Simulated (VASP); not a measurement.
# Mo (Im-3m) in VASP: further runs

Mo is run at these levels: LDA; tasks: single point.

Everything below comes from runs of VASP 6.6.1. Logs are shortened: lines on timing, memory, paths and dates and some standing lists are left out, and cuts for length are marked.

### Step 1. The cell of the first run

It takes space group Im-3m (No. 229, cubic). The conventional cell has a = 3.113 Å, b = 3.113 Å, c = 3.113 Å, α = 90.00°, β = 90.00°, γ = 90.00°. Within 3.6 Å of Mo (site symmetry m-3m) lie 14 Mo at 2.70 to 3.11 Å.

### Step 2. Single point, LDA

INCAR

```
SYSTEM = Mo
  ALGO = Normal
  EDIFF = 1E-7
  ENCUT = 520
  ISIF = 2
  ISMEAR = -1
  LASPH = .True.
  LCHARG = .False.
  LREAL = .False.
  LWAVE = .False.
  NBANDS = 13
  NELM = 60
  PREC = Accurate
  SIGMA = 0.1
```

KPOINTS

```
k-points
0
Gamma
  14 14 14
  0 0 0
```

POSCAR

```
Mo
1.0
   -1.5565618036      1.5565618036      1.5565618036
    1.5565618036     -1.5565618036      1.5565618036
    1.5565618036      1.5565618036     -1.5565618036
Mo
1
Direct
    0.0000000000      0.0000000000      0.0000000000
```

Potentials or basis: VASP PAW LDA potentials, release 64 (Mo_sv).

Run with:

```console
$ cat potpaw_LDA.64/Mo_sv/POTCAR > POTCAR
$ mpirun -np 1 vasp_std > vasp.out
```

OUTCAR:

```text
SYSTEM = Mo
   EDIFF = 1E-7
   ENCUT = 520
   ISIF = 2
   ISMEAR = -1
   LASPH = .True.
   LREAL = .False.
   NELM = 60
   PREC = Accurate

 ion  position               nearest neighbor table
   1  0.000  0.000  0.000-

  LATTYP: Found a body centered cubic cell.
 ALAT       =     3.1131236072

  Lattice vectors:

 A1 = (  -1.5565618036,   1.5565618036,   1.5565618036)
 A2 = (   1.5565618036,  -1.5565618036,   1.5565618036)
 A3 = (   1.5565618036,   1.5565618036,  -1.5565618036)

Analysis of symmetry for initial positions (statically):
=====================================================================
 Subroutine PRICEL returns:
 Original cell was already a primitive cell.

 Routine SETGRP: Setting up the symmetry group for a
 body centered cubic supercell.

 Subroutine GETGRP returns: Found 48 space group operations
[... 9 lines left out ...]

 Routine SETGRP: Setting up the symmetry group for a
 body centered cubic supercell.

 Subroutine GETGRP returns: Found 48 space group operations
[... 11 lines left out ...]
                                     Primitive cell

  volume of cell :      15.0855

  direct lattice vectors                    reciprocal lattice vectors
    -1.556561804  1.556561804  1.556561804     0.000000000  0.321220782  0.321220782
     1.556561804 -1.556561804  1.556561804     0.321220782  0.000000000  0.321220782
     1.556561804  1.556561804 -1.556561804     0.321220782  0.321220782  0.000000000

  length of vectors
     2.696044129  2.696044129  2.696044129     0.454274787  0.454274787  0.454274787

  position of ions in fractional coordinates (direct lattice)
     0.000000000  0.000000000  0.000000000

  ion indices of the primitive-cell ions
   primitive index   ion index
                 1           1

----------------------------------------------------------------------------------------

 KPOINTS: k-points

Automatic generation of k-mesh.
 Grid dimensions read from file:
 generate k-points for:   14   14   14

 Generating k-lattice:

  Cartesian coordinates                     Fractional coordinates (reciprocal lattice)
     0.000000000  0.022944342  0.022944342     0.071428571  0.000000000  0.000000000
     0.022944342  0.000000000  0.022944342     0.000000000  0.071428571  0.000000000
     0.022944342  0.022944342  0.000000000     0.000000000  0.000000000  0.071428571

  Length of vectors
[... 52 lines left out ...]
   LASPH  =      T    aspherical Exc in radial PAW
   ENCUT  =  520.0 eV  38.22 Ry    6.18 a.u.   5.01  5.01  5.01*2*pi/ulx,y,z
   NELM   =     60;   NELMIN=  2; NELMDL= -5     # of ELM steps
   EDIFF  = 0.1E-06   stopping-criterion for ELM
   LREAL  =      F    real-space projection
   EDIFFG = 0.1E-05   stopping-criterion for IOM
   NSW    =      0    number of steps for IOM
   IBRION =     -1    ionic relax: 0-MD 1-quasi-New 2-CG
   NFREE  =      0    steps in history (QN), initial steepest desc. (CG)
   ISIF   =      2    stress and relaxation
   ISYM   =      2    0-nonsym 1-usesym 2-fastsym
   POTIM  = 0.5000    time-step for ionic-motion
   TEBEG  =    0.0;   TEEND  =   0.0 temperature during run
   PSTRESS=    0.0 pullay stress
   NELECT =      14.0000    total number of electrons
   NUPDOWN=      -1.0000    fix difference up-down
   EMIN   =  10.00;   EMAX   =-10.00  energy-range for DOS
   EFERMI =   0.00;   METHOD = LEGACY
   ISMEAR =    -1;   SIGMA  =   0.10  broadening in eV -4-tet -1-fermi 0-gaus
   EFERMI_NEDOS =   21; number of points for ismear=-14 and -15
   IALGO  =     38    algorithm
   IMIX   =      4    mixing-type and parameters
     AMIX     =   0.40;   BMIX     =  1.00
     AMIX_MAG =   1.60;   BMIX_MAG =  1.00
  volume/ion in A,a.u.               =      15.09       101.80
  Fermi-wavevector in a.u.,A,eV,Ry     =   1.596851  3.017611 34.693959  2.549934
  Thomas-Fermi vector in A             =   2.694549
   LORBIT       =      0    0 simple, 1 ext, 2 COOP (PROOUT), +10 PAW based schemes
   GGA     = CA    functional components
   LHFCALC =     F    Hartree Fock is set to
   AEXX    =    0.0000 exact exchange contribution
   IVDW    =     0    specifies the selected vdW correction
   LEPSILON=     F    determine dielectric tensor
   LRPA    =     F    only Hartree local field effects (RPA)
 non-spin polarized calculation
  energy-cutoff  :      520.00
  volume of cell :       15.09
 maximum number of plane-waves:       420
   NGX =  9   NGY =  9   NGZ =  9

 number of electron      13.9999996 magnetization

 Free energy of the ion-electron system (eV)
  ---------------------------------------------------
  ext. energy  EPLUGINS =         0.00000000
  ---------------------------------------------------
  free energy    TOTEN  =       -12.13086796 eV

  energy without entropy =      -12.10108278  energy(sigma->0) =      -12.11597537

 E-fermi :  13.0814     XC(G=0): -13.8041

 val. band max:       13.0701803734   @ k =  -0.2857   0.3571   0.2143
 cond. band min:      13.0947416054   @ k =  -0.1429   0.2143   0.0714
 fundamental gap:      0.0245612320
 Fermi energy:        13.0813690063

 k-point     1 :       0.0000    0.0000    0.0000
  band No.  band energies     occupation
      1     -47.8991      2.00000
      2     -21.2512      2.00000
      3     -21.2512      2.00000
      4     -21.2512      2.00000
      5       5.7112      2.00000
      6      11.6010      2.00000
      7      11.6010      2.00000
      8      11.6010      2.00000
      9      14.7393      0.00000
     10      14.7393      0.00000
     11      27.9258      0.00000
     12      27.9258      0.00000
     13      27.9258      0.00000
[... 354 lines left out ...]
  band No.  band energies     occupation
      1     -47.5487      2.00000
      2     -22.4730      2.00000
      3     -22.2295      2.00000
      4     -21.4503      2.00000
      5       8.9963      2.00000
      6      10.2820      2.00000
      7      11.0900      2.00000
      8      15.0093      0.00000
      9      15.5361      0.00000
     10      22.8732      0.00000
     11      23.5627      0.00000
     12      25.0211      0.00000
     13      30.6859      0.00000

 [... further k-points ...]
[... 5 lines left out ...]
  --------------------------------------------------------------------------------------
  -------------------------------------------------------------------------------------
  Total        0.1170563      0.1170563      0.1170563     -0.0000000     -0.0000000      0.0000000
  in kB       12.4321501     12.4321501     12.4321501     -0.0000000     -0.0000000      0.0000000
  external PRESSURE =      12.4321501 kB  Pullay stress =       0.0000000 kB

 VOLUME and BASIS-vectors are now :
 -----------------------------------------------------------------------------
  energy-cutoff  :      520.00
  volume of cell :       15.09
      direct lattice vectors                 reciprocal lattice vectors
    -1.556561804  1.556561804  1.556561804     0.000000000  0.321220782  0.321220782
     1.556561804 -1.556561804  1.556561804     0.321220782  0.000000000  0.321220782
     1.556561804  1.556561804 -1.556561804     0.321220782  0.321220782  0.000000000

 POSITION                                       TOTAL-FORCE (eV/Angst)
 -----------------------------------------------------------------------------------
      0.00000      0.00000      0.00000        -0.000000      0.000000     -0.000000
 -----------------------------------------------------------------------------------
    total drift:                                0.000000     -0.000000      0.000000

  FREE ENERGIE OF THE ION-ELECTRON SYSTEM (eV)
  ---------------------------------------------------
  free  energy   TOTEN  =       -12.1308679592 eV

  energy  without entropy=      -12.1010827830  energy(sigma->0) =      -12.11597537
```

OSZICAR:

```text
N       E                     dE             d eps       ncg     rms          rms(c)
DAV:   1     0.961968286347E+02    0.96197E+02   -0.78690E+03  2712   0.111E+03
DAV:   2    -0.116274823507E+02   -0.10782E+03   -0.10329E+03  3004   0.322E+02
DAV:   3    -0.128470380457E+02   -0.12196E+01   -0.12151E+01  3064   0.355E+01
DAV:   4    -0.128500535195E+02   -0.30155E-02   -0.30154E-02  3024   0.207E+00
DAV:   5    -0.128500740799E+02   -0.20560E-04   -0.20561E-04  3089   0.153E-01    0.169E+01
DAV:   6    -0.122321771250E+02    0.61790E+00   -0.71176E-01  2799   0.108E+01    0.446E+00
DAV:   7    -0.121374710532E+02    0.94706E-01   -0.13907E-01  2949   0.442E+00    0.928E-01
DAV:   8    -0.121309688584E+02    0.65022E-02   -0.48480E-03  2809   0.895E-01    0.199E-01
DAV:   9    -0.121308567162E+02    0.11214E-03   -0.16624E-04  3274   0.161E-01    0.682E-02
DAV:  10    -0.121308679612E+02   -0.11245E-04   -0.75114E-06  2794   0.301E-02    0.377E-03
DAV:  11    -0.121308679592E+02    0.20345E-08   -0.14521E-07  2802   0.452E-03
   1 F= -.12130868E+02 E0= -.12115975E+02  d E =-.297852E-01
```

stdout:

```text
POSCAR found type information on POSCAR Mo
 POSCAR found :  1 types and       1 ions
 scaLAPACK will be used
 LDA part: xc-table for (Slater(with rela. corr.)+CA(PZ))
 , standard interpolation
 POSCAR, INCAR and KPOINTS ok, starting setup
 FFT: planning ... GRIDC
 FFT: planning ... GRID_SOFT
 FFT: planning ... GRID
 WAVECAR not read
 entering main loop
```

It took 24 s on 1 thread of Intel Xeon 8259CL, shared host; peak memory 0.13 GiB.

Results:

```
Free energy            : -12.1309 eV
Pressure               : 1.2 GPa
Band gap on the k mesh : zero (band 7 reaches 17.26 eV, above the bottom of band 8 at 11.60 eV)
```

### Step 3. Single point, LDA

INCAR

```
  PREC = Accurate
  ENCUT = 520
  EDIFF = 1E-7
  ISMEAR = -1
  SIGMA = 0.2
  LREAL = F
  LASPH = T
  NELM = 100
  ALGO = Normal
  ISIF = 2
  LWAVE = F
  LCHARG = F
  NBANDS = 13
```

KPOINTS

```
regular mesh
0
Gamma
  14 14 14
```

POSCAR is that of step 2.

Potentials or basis: VASP PAW LDA potentials, release 64 (Mo_sv).

Run with:

```console
$ cat potpaw_LDA.64/Mo_sv/POTCAR > POTCAR
$ mpirun -np 1 vasp_std > vasp.out
```

Wall time 20 s (1 thread of Intel Xeon 8259CL, shared host); peak memory 0.13 GiB.

It converged, with:

| Item | Value |
| --- | --- |
| Free energy | -12.1695 eV |
| Pressure | 1.2 GPa |
| Band gap on the k mesh | zero (band 7 reaches 17.27 eV, above the bottom of band 8 at 11.61 eV) |

Levels at points of the mesh, in eV from the Fermi level:
```csv
k point,band 4,band 5,band 6,band 7,band 8,band 9,band 10,band 11
"(0.00, 0.00, 0.00)",-34.28,-7.33,-1.43,-1.43,-1.43,1.70,1.70,14.88
"(0.50, 0.00, 0.00)",-34.30,-5.55,-3.58,1.76,1.83,2.41,5.05,12.04
"(0.50, 0.50, 0.50)",-35.37,-5.74,-5.74,4.23,4.23,4.23,9.34,9.34
```

[end of part 1 of 3]
